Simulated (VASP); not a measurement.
# Fe (Im-3m) in VASP: further runs

Aim: see how the results for Fe move with the level of theory and the settings. Levels: PBEsol+D4, BLYP+D4, b88 exchange, pbe correlation, PBE. Tasks: single point.

All numbers are computed with VASP 6.6.1; they aren't measurements. Logs are shortened: lines on timing, memory, paths and dates and some standing lists are left out, and cuts for length are marked.

## Step 1: The cell of the first run

It takes space group Im-3m (No. 229, cubic). The conventional cell has a = 2.924 Å, b = 2.924 Å, c = 2.924 Å, α = 90.00°, β = 90.00°, γ = 90.00°. Fe (site symmetry m-3m) has 14 Fe at 2.53 to 2.92 Å within 3.3 Å.

## Step 2: Single point, PBEsol+D4, collinear spin, ferromagnetic start

Input file INCAR:

```
PREC = Accurate ; ENCUT = 690
EDIFF = 1E-6 ; ISMEAR = -1
SIGMA = 0.05 ; LREAL = False
LASPH = True ; NELM = 200
ALGO = Normal ; ISIF = 2
LWAVE = False ; LCHARG = True
ISPIN = 2 ; MAGMOM = 3
LORBIT = 11 ; LMAXMIX = 4
GGA = PS ; IVDW = 13
LELF = True ; LVHAR = True
NBANDS = 18 ; GGA_COMPAT = False
```

Input file KPOINTS:

```
regular mesh
0
Gamma
  13 13 13
```

Input file POSCAR:

```
Fe
1.0
   -1.4619890197      1.4619890197      1.4619890197
    1.4619890197     -1.4619890197      1.4619890197
    1.4619890197      1.4619890197     -1.4619890197
Fe
1
Direct
    0.0000000000      0.0000000000      0.0000000000
```

Potentials or basis: VASP PAW PBE potentials, release 64 (Fe_sv).

The run is started by

```bash
> cat potpaw_PBE.64/Fe_sv/POTCAR > POTCAR
> mpirun -np 1 vasp_std > vasp.out
```

OUTCAR:

```text
PREC = Accurate
   ENCUT = 690
   EDIFF = 1E-6
   ISMEAR = -1
   LREAL = False
   LASPH = True
   NELM = 200
   ISIF = 2
   ISPIN = 2
   LORBIT = 11
   GGA = PS
   IVDW = 13

 ion  position               nearest neighbor table
   1  0.000  0.000  0.000-

  LATTYP: Found a body centered cubic cell.
 ALAT       =     2.9239780394

  Lattice vectors:

 A1 = (  -1.4619890197,   1.4619890197,   1.4619890197)
 A2 = (   1.4619890197,  -1.4619890197,   1.4619890197)
 A3 = (   1.4619890197,   1.4619890197,  -1.4619890197)

Analysis of symmetry for initial positions (statically):
=====================================================================
 Subroutine PRICEL returns:
 Original cell was already a primitive cell.

 Routine SETGRP: Setting up the symmetry group for a
 body centered cubic supercell.

 Subroutine GETGRP returns: Found 48 space group operations
 (whereof 48 operations were pure point group operations)
 out of a pool of 48 trial point group operations.

The static configuration has the point symmetry O_h .

Analysis of symmetry for dynamics (positions and initial velocities):
=====================================================================
 Subroutine PRICEL returns:
 Original cell was already a primitive cell.

 Routine SETGRP: Setting up the symmetry group for a
 body centered cubic supercell.

 Subroutine GETGRP returns: Found 48 space group operations
 (whereof 48 operations were pure point group operations)
 out of a pool of 48 trial point group operations.

The dynamic configuration has the point symmetry O_h .

Analysis of structural, dynamic, and magnetic symmetry:
=====================================================================
 Subroutine PRICEL returns:
 Original cell was already a primitive cell.

 Routine SETGRP: Setting up the symmetry group for a
 body centered cubic supercell.

 Subroutine GETGRP returns: Found 48 space group operations
 (whereof 48 operations were pure point group operations)
 out of a pool of 48 trial point group operations.

The overall configuration has the point symmetry O_h .

 Subroutine INISYM returns: Found 48 space group operations
 (whereof 48 operations are pure point group operations),
 and found     1 'primitive' translations

----------------------------------------------------------------------------------------

                                     Primitive cell

  volume of cell :      12.4995

  direct lattice vectors                    reciprocal lattice vectors
    -1.461989020  1.461989020  1.461989020     0.000000000  0.341999833  0.341999833
     1.461989020 -1.461989020  1.461989020     0.341999833  0.000000000  0.341999833
     1.461989020  1.461989020 -1.461989020     0.341999833  0.341999833  0.000000000

  length of vectors
     2.532239262  2.532239262  2.532239262     0.483660802  0.483660802  0.483660802

  position of ions in fractional coordinates (direct lattice)
     0.000000000  0.000000000  0.000000000

  ion indices of the primitive-cell ions
   primitive index   ion index
                 1           1

----------------------------------------------------------------------------------------

 KPOINTS: regular mesh

Automatic generation of k-mesh.
 Grid dimensions read from file:
 generate k-points for:   13   13   13

 Generating k-lattice:

  Cartesian coordinates                     Fractional coordinates (reciprocal lattice)
     0.000000000  0.026307679  0.026307679     0.076923077  0.000000000  0.000000000
     0.026307679  0.000000000  0.026307679     0.000000000  0.076923077  0.000000000
     0.026307679  0.026307679  0.000000000     0.000000000  0.000000000  0.076923077

  Length of vectors
     0.037204677  0.037204677  0.037204677

  Shift w.r.t. Gamma in fractional coordinates (k-lattice)
     0.000000000  0.000000000  0.000000000

 Subroutine IBZKPT returns following result:
 ===========================================

 Found     84 irreducible k-points:

 Following reciprocal coordinates:
            Coordinates               Weight
  0.000000  0.000000  0.000000      1.000000
  0.076923  0.000000  0.000000     12.000000
  0.153846  0.000000  0.000000     12.000000
  0.230769  0.000000  0.000000     12.000000
  0.307692  0.000000  0.000000     12.000000
  0.384615  0.000000  0.000000     12.000000
[... 16 lines left out ...]
  0.153846  0.076923  0.076923     24.000000
  0.230769  0.076923  0.076923     24.000000
 [... further k-points ...]
   k-points           NKPTS =     84   k-points in BZ     NKDIM =     84   number of bands    NBANDS=     18
   number of dos      NEDOS =    301   number of ions     NIONS =      1
   total plane-waves  NPLWV =  13824
   dimension x,y,z NGX =    24 NGY =   24 NGZ =   24
   dimension x,y,z NGXF=    48 NGYF=   48 NGZF=   48
   ions per type =               1
   NGX,Y,Z   is equivalent  to a cutoff of  15.76, 15.76, 15.76 a.u.
   NGXF,Y,Z  is equivalent  to a cutoff of  31.51, 31.51, 31.51 a.u.
 SYSTEM =  unknown system
   PREC   = accura    normal or accurate (medium, high low for compatibility)
   ISTART =      0    job   : 0-new  1-cont  2-samecut
   ICHARG =      2    charge: 1-file 2-atom 10-const
   ISPIN  =      2    spin polarized calculation?
   LNONCOLLINEAR =      F non collinear calculations
   LSORBIT =      F    spin-orbit coupling
   LASPH  =      T    aspherical Exc in radial PAW
   ENCUT  =  690.0 eV  50.71 Ry    7.12 a.u.   5.42  5.42  5.42*2*pi/ulx,y,z
   NELM   =    200;   NELMIN=  2; NELMDL= -5     # of ELM steps
   EDIFF  = 0.1E-05   stopping-criterion for ELM
   LREAL  =      F    real-space projection
[... 7 lines left out ...]
   TEBEG  =    0.0;   TEEND  =   0.0 temperature during run
   PSTRESS=    0.0 pullay stress
   NELECT =      16.0000    total number of electrons
   NUPDOWN=      -1.0000    fix difference up-down
   EMIN   =  10.00;   EMAX   =-10.00  energy-range for DOS
   EFERMI =   0.00;   METHOD = LEGACY
   ISMEAR =    -1;   SIGMA  =   0.05  broadening in eV -4-tet -1-fermi 0-gaus
   EFERMI_NEDOS =   21; number of points for ismear=-14 and -15
   IALGO  =     38    algorithm
   IMIX   =      4    mixing-type and parameters
     AMIX     =   0.40;   BMIX     =  1.00
     AMIX_MAG =   1.60;   BMIX_MAG =  1.00
  volume/ion in A,a.u.               =      12.50        84.35
  Fermi-wavevector in a.u.,A,eV,Ry     =   1.777532  3.359048 42.989231  3.159619
  Thomas-Fermi vector in A             =   2.842907
   LORBIT       =     11    0 simple, 1 ext, 2 COOP (PROOUT), +10 PAW based schemes
   GGA     = PS    functional components
   LHFCALC =     F    Hartree Fock is set to
   AEXX    =    0.0000 exact exchange contribution
   IVDW    =    13    specifies the selected vdW correction
   LEPSILON=     F    determine dielectric tensor
   LRPA    =     F    only Hartree local field effects (RPA)
 spin polarized calculation
  energy-cutoff  :      690.00
  volume of cell :       12.50
 maximum number of plane-waves:       533
 NGX is ok and might be reduce to    24
   NGX = 11   NGY = 11   NGZ = 11

 number of electron      15.9999998 magnetization       2.4031168

 Free energy of the ion-electron system (eV)
  ---------------------------------------------------
  ext. energy  EPLUGINS =         0.00000000
  ---------------------------------------------------
  free energy    TOTEN  =        -8.89482593 eV

  energy without entropy =       -8.88419045  energy(sigma->0) =       -8.88950819

 E-fermi :  10.4243     XC(G=0): -13.3156

 val. band max:       10.4231552128   @ k =  -0.0769   0.0769   0.0769
 cond. band min:      10.4245629434   @ k =   0.0769   0.0000   0.0000
 fundamental gap:      0.0014077305
 Fermi energy:        10.4243354956

 spin component 1

 k-point     1 :       0.0000    0.0000    0.0000
  band No.  band energies     occupation
      1     -77.2928      1.00000
      2     -43.2769      1.00000
      3     -43.2769      1.00000
      4     -43.2769      1.00000
      5       2.4338      1.00000
      6       8.2665      1.00000
[... 10 lines left out ...]
     17      40.5073      0.00000
     18      40.5122      0.00000

 k-point     2 :       0.0769    0.0000    0.0000
  band No.  band energies     occupation
      1     -77.2898      1.00000
      2     -43.2943      1.00000
      3     -43.2828      1.00000
      4     -43.2770      1.00000
      5       2.6603      1.00000
      6       8.2090      1.00000
[... 10 lines left out ...]
     17      39.8034      0.00000
     18      41.1279      0.00000
[... 442 lines left out ...]
 k-point    24 :       0.2308    0.0769    0.0769
  band No.  band energies     occupation
      1     -77.2545      1.00000
      2     -43.4881      1.00000
      3     -43.3430      1.00000
      4     -43.2913      1.00000
      5       5.6790      1.00000
      6       7.5467      1.00000
[... 10 lines left out ...]
     17      43.0107      0.00000
     18      46.1767      0.00000

 [... further k-points ...]

 spin component 2

 k-point     1 :       0.0000    0.0000    0.0000
  band No.  band energies     occupation
      1     -74.4365      1.00000
      2     -40.4729      1.00000
      3     -40.4729      1.00000
      4     -40.4729      1.00000
      5       2.6699      1.00000
      6      10.4397      0.42388
[... 10 lines left out ...]
     17      41.3389      0.00000
     18      41.3389      0.00000

 k-point     2 :       0.0769    0.0000    0.0000
  band No.  band energies     occupation
      1     -74.4332      1.00000
      2     -40.4925      1.00000
      3     -40.4795      1.00000
      4     -40.4730      1.00000
      5       2.8977      1.00000
      6      10.3678      0.75595
[... 10 lines left out ...]
     17      40.1284      0.00000
     18      41.8743      0.00000
[... 442 lines left out ...]
 k-point    24 :       0.2308    0.0769    0.0769
  band No.  band energies     occupation
      1     -74.3943      1.00000
      2     -40.7105      1.00000
      3     -40.5466      1.00000
      4     -40.4893      1.00000
      5       6.1871      1.00000
      6       9.5277      1.00000
[... 10 lines left out ...]
     17      43.4036      0.00000
     18      46.7404      0.00000

 [... further k-points ...]

------------------------ aborting loop because EDIFF is reached ----------------------------------------

  DFT-D4 for vdW energy calculation

  Edisp (eV):   -0.18610

  FORCE on cell =-STRESS in cart. coord.  units (eV):
  Direction    XX          YY          ZZ          XY          YZ          ZX
  --------------------------------------------------------------------------------------
  -------------------------------------------------------------------------------------
  Total      -1.89695    -1.89695    -1.89695    -0.00000    -0.00000     0.00000
  in kB    -243.14971  -243.14971  -243.14971    -0.00000    -0.00000     0.00000
  external pressure =     -243.15 kB  Pullay stress =        0.00 kB

 VOLUME and BASIS-vectors are now :
 -----------------------------------------------------------------------------
  energy-cutoff  :      690.00
  volume of cell :       12.50
      direct lattice vectors                 reciprocal lattice vectors
    -1.461989020  1.461989020  1.461989020     0.000000000  0.341999833  0.341999833
     1.461989020 -1.461989020  1.461989020     0.341999833  0.000000000  0.341999833
     1.461989020  1.461989020 -1.461989020     0.341999833  0.341999833  0.000000000

 POSITION                                       TOTAL-FORCE (eV/Angst)
 -----------------------------------------------------------------------------------
      0.00000      0.00000      0.00000         0.000000      0.000000     -0.000000
 -----------------------------------------------------------------------------------
    total drift:                               -0.000000      0.000000     -0.000000

  FREE ENERGIE OF THE ION-ELECTRON SYSTEM (eV)
  ---------------------------------------------------
  free  energy   TOTEN  =        -9.0809291449 eV

  energy  without entropy=       -9.0702936620  energy(sigma->0) =       -9.07561140

 total charge

# of ion       s       p       d       tot
------------------------------------------
    1        2.173   6.021   5.499  13.693

 magnetization (x)

# of ion       s       p       d       tot
------------------------------------------
    1       -0.002  -0.007   2.410   2.401
```

Run time: 45 s. Hardware: 1 thread of Intel Xeon Platinum 8259CL at 2.50GHz (Skylake/Cascade Lake), shared host; peak memory 0.18 GiB.

Results:

```
Free energy                                           : -9.0809 eV
Pressure                                              : -24.3 GPa
Net moment                                            : 2.40 μB per cell
Site moments                                          : Fe +2.40 μB
Valence electrons inside the program's atomic spheres : Fe 13.69
Dispersion energy per atom                            : -0.186 eV
```

Caveat: the cell stands under tension; the PAW data sets were made with another functional, which shifts forces and pressure a little.

## Step 3: Single point, BLYP+D4, collinear spin, ferromagnetic start

This run uses another cell than the first one, of 12.74 Å³/atom.

Input file INCAR:

```
SYSTEM = Fe
AGGAC = 1.0
AGGAX = 1.0
ALDAC = 0.0
ALDAX = 1.0
ALGO = Normal
EDIFF = 1E-6
ENCUT = 690
GGA = B5
GGA_COMPAT = .FALSE.
ISIF = 2
ISMEAR = -1
ISPIN = 2
IVDW = 13
LASPH = .TRUE.
LCHARG = .TRUE.
LELF = .TRUE.
LMAXMIX = 4
LORBIT = 11
LREAL = .FALSE.
LVHAR = .TRUE.
LWAVE = .FALSE.
MAGMOM = 3
NBANDS = 18
NELM = 200
PREC = Accurate
SIGMA = 0.05
VDW_A1 = 0.44488865
VDW_A2 = 4.0933009
VDW_S6 = 1.0
VDW_S8 = 2.34076671
```

Input file KPOINTS:

```
k-points
0
G
  13 13 13
  0 0 0
```

Input file POSCAR:

```
Fe
1.0
   -1.4713013028      1.4713013028      1.4713013028
    1.4713013028     -1.4713013028      1.4713013028
    1.4713013028      1.4713013028     -1.4713013028
Fe
1
Direct
    0.0000000000      0.0000000000      0.0000000000
```

Potentials or basis: VASP PAW PBE potentials, release 64 (Fe_sv).

The run is started by

```bash
> cat potpaw_PBE.64/Fe_sv/POTCAR > POTCAR
> mpirun -np 1 vasp_std > vasp.out
```

Wall time 30 s (1 thread of Intel Xeon Platinum 8488C (Sapphire Rapids), shared host); peak memory 0.17 GiB.

The run converged. Its results:

| Quantity | Value |
| --- | --- |
| Free energy | -7.8526 eV |
| Pressure | -17.2 GPa |
| Net moment | 2.40 μB per cell |
| Site moments | Fe +2.40 μB |
| Valence electrons inside the program's atomic spheres | Fe 13.74 |
| Dispersion energy per atom | -0.603 eV |

Levels at points of the mesh, in eV from the Fermi level:
Spin up:
| k point | band 7 | band 8 | band 9 | band 10 | band 11 | band 12 |
| --- | --- | --- | --- | --- | --- | --- |
| (0.00, 0.00, 0.00) | -2.12 | -2.12 | -1.06 | -1.06 | 23.72 | 23.72 |
Spin down:
```csv
k point,band 5,band 6,band 7,band 8,band 9,band 10
"(0.00, 0.00, 0.00)",-7.50,-0.06,-0.06,-0.06,1.75,1.75
```

Caveat: the cell stands under tension; the PAW data sets were made with another functional, which shifts forces and pressure a little.

(Part 1 of 2 ends here.)
